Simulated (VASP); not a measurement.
# Si (Fd-3m) in VASP: notebook, part 2 of 2

VASP 6.6.1. Earlier steps stand in the parts before.

## 3. Electric field gradients, LDA (volume scaled by 0.97)

Input file INCAR:

```
PREC     = Accurate       # precision mode
ENCUT    = 520            # plane-wave cutoff, eV
EDIFF    = 1E-8           # SCF threshold, eV
ISMEAR   = -1             # smearing method
SIGMA    = 0.08           # smearing width, eV
LREAL    = F              # projectors in reciprocal space
LASPH    = T              # aspherical terms in the spheres
NELM     = 100            # most SCF steps
ALGO     = Normal         # electronic algorithm
ISIF     = 2              # what is computed and relaxed
LWAVE    = F              # write WAVECAR
LCHARG   = F              # write CHGCAR
GGA      = CA             # functional
LEFG     = T            
NBANDS   = 11             # bands
```

Input file KPOINTS:

```
Automatic mesh
0
Gamma
  11 11 11
```

Input file POSCAR:

```
Si
1.0
    0.0000000000      2.6880391347      2.6880391347
    2.6880391347      0.0000000000      2.6880391347
    2.6880391347      2.6880391347      0.0000000000
Si
2
Direct
    0.5000000000      0.5000000000      0.5000000000
    0.7500000000      0.7500000000      0.7500000000
```

Potentials or basis: VASP PAW LDA potentials, release 64 (Si).

Started as:

```console
cat potpaw_LDA.64/Si/POTCAR > POTCAR
mpirun -np 1 vasp_std > vasp.out
```

OUTCAR:

```text
PREC = Accurate
   ENCUT = 520
   EDIFF = 1E-8
   ISMEAR = -1
   LREAL = F
   LASPH = T
   NELM = 100
   ISIF = 2
   GGA = CA

 ion  position               nearest neighbor table
   1  0.500  0.500  0.500-   2 2.33   2 2.33   2 2.33   2 2.33
   2  0.750  0.750  0.750-   1 2.33   1 2.33   1 2.33   1 2.33

  LATTYP: Found a face centered cubic cell.
 ALAT       =     5.3760782694

  Lattice vectors:

 A1 = (   0.0000000000,   2.6880391347,   2.6880391347)
 A2 = (   2.6880391347,   0.0000000000,   2.6880391347)
 A3 = (   2.6880391347,   2.6880391347,   0.0000000000)

[... 548 lines left out ...]
  free  energy   TOTEN  =       -11.9169636064 eV

  energy  without entropy=      -11.9163149090  energy(sigma->0) =      -11.91663926

 Electric field gradients (V/A^2)
---------------------------------------------------------------------
 ion       V_xx      V_yy      V_zz      V_xy      V_xz      V_yz
---------------------------------------------------------------------
   1       0.000    -0.000    -0.000    -0.000    -0.000    -0.000
   2      -0.000    -0.000    -0.000    -0.000    -0.000    -0.000
---------------------------------------------------------------------

 Electric field gradients after diagonalization (V/A^2)
 (convention: |V_zz| > |V_xx| > |V_yy|)
----------------------------------------------------------------------
 ion       V_xx      V_yy      V_zz     asymmetry (V_yy - V_xx)/ V_zz
----------------------------------------------------------------------
   1       0.000     0.000    -0.000       0.000
   2       0.000     0.000    -0.000       0.000
----------------------------------------------------------------------

           NMR quadrupolar parameters

 Cq : quadrupolar parameter    Cq=e*Q*V_zz/h
 eta: asymmetry parameters     (V_yy - V_xx)/ V_zz
 Q  : nuclear electric quadrupole moment in mb (millibarn)
----------------------------------------------------------------------
 ion       Cq(MHz)       eta       Q (mb)
----------------------------------------------------------------------
   1      -0.000       0.000       1.000
   2      -0.000       0.000       1.000
----------------------------------------------------------------------
```

It took 9.7 s on 1 thread of Intel Xeon Platinum 8559C (Emerald Rapids), shared host; peak memory 0.14 GiB.

What came out:

```yaml
Free_energy: -11.9170 eV
Pressure: 1.5 GPa
Band_gap_on_the_k_mesh: 0.44 eV, indirect (least direct gap 2.54 eV)
```

Caveat: the cell differs from its parent crystal (volume scaled by 0.97); without QUAD_EFG the Cq values of the log hold for a quadrupole moment of 1 mb, not for the nuclei. A k mesh can miss the band edges.

## 4. Electric field gradients, LDA

This run uses another cell than the first one, of 20.02 Å³/atom, 1.063 times its volume.

Input file INCAR:

```
PREC = Accurate
ENCUT = 520
EDIFF = 1E-8
ISMEAR = -1
SIGMA = 0.08
LREAL = False
LASPH = True
NELM = 60
ALGO = Normal
ISIF = 2
LWAVE = False
LCHARG = False
GGA = CA
LEFG = True
NBANDS = 11
```

KPOINTS is that of step 3.

Input file POSCAR:

```
Si
1.0
    0.0000000000      2.7154700000      2.7154700000
    2.7154700000      0.0000000000      2.7154700000
    2.7154700000      2.7154700000      0.0000000000
Si
2
Direct
    0.5000000000      0.5000000000      0.5000000000
    0.7500000000      0.7500000000      0.7500000000
```

Potentials or basis: VASP PAW LDA potentials, release 64 (Si).

Started as:

```console
cat potpaw_LDA.64/Si/POTCAR > POTCAR
mpirun -np 1 vasp_std > vasp.out
```

OUTCAR:

```text
PREC = Accurate
   ENCUT = 520
   EDIFF = 1E-8
   ISMEAR = -1
   LREAL = False
   LASPH = True
   NELM = 60
   ISIF = 2
   GGA = CA

 ion  position               nearest neighbor table
   1  0.500  0.500  0.500-   2 2.35   2 2.35   2 2.35   2 2.35
   2  0.750  0.750  0.750-   1 2.35   1 2.35   1 2.35   1 2.35

  LATTYP: Found a face centered cubic cell.
 ALAT       =     5.4309400000

  Lattice vectors:

 A1 = (   0.0000000000,   2.7154700000,   2.7154700000)
 A2 = (   2.7154700000,   0.0000000000,   2.7154700000)
 A3 = (   2.7154700000,   2.7154700000,   0.0000000000)

Analysis of symmetry for initial positions (statically):
=====================================================================
 Subroutine PRICEL returns:
 Original cell was already a primitive cell.

 Routine SETGRP: Setting up the symmetry group for a
 face centered cubic supercell.

 Subroutine GETGRP returns: Found 48 space group operations
[... 525 lines left out ...]
  volume of cell :       40.05
      direct lattice vectors                 reciprocal lattice vectors
     0.000000000  2.715470000  2.715470000    -0.184130187  0.184130187  0.184130187
     2.715470000  0.000000000  2.715470000     0.184130187 -0.184130187  0.184130187
     2.715470000  2.715470000  0.000000000     0.184130187  0.184130187 -0.184130187

 POSITION                                       TOTAL-FORCE (eV/Angst)
 -----------------------------------------------------------------------------------
      2.71547      2.71547      2.71547         0.000000      0.000000      0.000000
      4.07320      4.07320      4.07320        -0.000000     -0.000000     -0.000000
 -----------------------------------------------------------------------------------
    total drift:                                0.000000     -0.000000     -0.000000

  FREE ENERGIE OF THE ION-ELECTRON SYSTEM (eV)
  ---------------------------------------------------
  free  energy   TOTEN  =       -11.9168474778 eV

  energy  without entropy=      -11.9163366096  energy(sigma->0) =      -11.91659204

 Electric field gradients (V/A^2)
---------------------------------------------------------------------
 ion       V_xx      V_yy      V_zz      V_xy      V_xz      V_yz
---------------------------------------------------------------------
   1       0.000     0.000    -0.000     0.000     0.000     0.000
   2      -0.000     0.000    -0.000     0.000     0.000     0.000
---------------------------------------------------------------------

 Electric field gradients after diagonalization (V/A^2)
 (convention: |V_zz| > |V_xx| > |V_yy|)
----------------------------------------------------------------------
 ion       V_xx      V_yy      V_zz     asymmetry (V_yy - V_xx)/ V_zz
----------------------------------------------------------------------
   1      -0.000    -0.000     0.000       0.000
   2      -0.000    -0.000     0.000       0.000
----------------------------------------------------------------------

           NMR quadrupolar parameters

 Cq : quadrupolar parameter    Cq=e*Q*V_zz/h
 eta: asymmetry parameters     (V_yy - V_xx)/ V_zz
 Q  : nuclear electric quadrupole moment in mb (millibarn)
----------------------------------------------------------------------
 ion       Cq(MHz)       eta       Q (mb)
----------------------------------------------------------------------
   1       0.000       0.000       1.000
   2       0.000       0.000       1.000
----------------------------------------------------------------------
```

Wall time 13 s (1 thread of Intel Xeon Platinum 8559C (Emerald Rapids), shared host); peak memory 0.14 GiB.

What came out:

```
Free energy            : -11.9168 eV
Pressure               : -1.5 GPa
Band gap on the k mesh : 0.49 eV, indirect (least direct gap 2.52 eV)
```

Levels at points of the mesh, in eV from the valence-band top:
```csv
k point,band 1,band 2,band 3,band 4,band 5,band 6,band 7,band 8,band 9
"(0.00, 0.00, 0.00)",-11.96,0.00,0.00,0.00,2.52,2.52,2.52,3.21,7.68
```

Caveat: without QUAD_EFG the Cq values of the log hold for a quadrupole moment of 1 mb, not for the nuclei.

## 5. Overview

```csv
cell,gap on the mesh (eV),pressure (GPa)
"a = 3.763 Å, angles 60.0°, 2 atoms",0.38,4.9
"a = 3.801 Å, angles 60.0°, 2 atoms",0.44,1.5
"a = 3.840 Å, angles 60.0°, 2 atoms",0.49,-1.5
```

Alike in all rows: task electric field gradients; level LDA; potentials or basis VASP PAW LDA potentials, release 64 (Si); no spin polarisation; k mesh 11 × 11 × 11; cutoff (eV) 520; smearing fermi-dirac 0.08 eV.

Absolute energies hang on the potentials; compare differences alone.
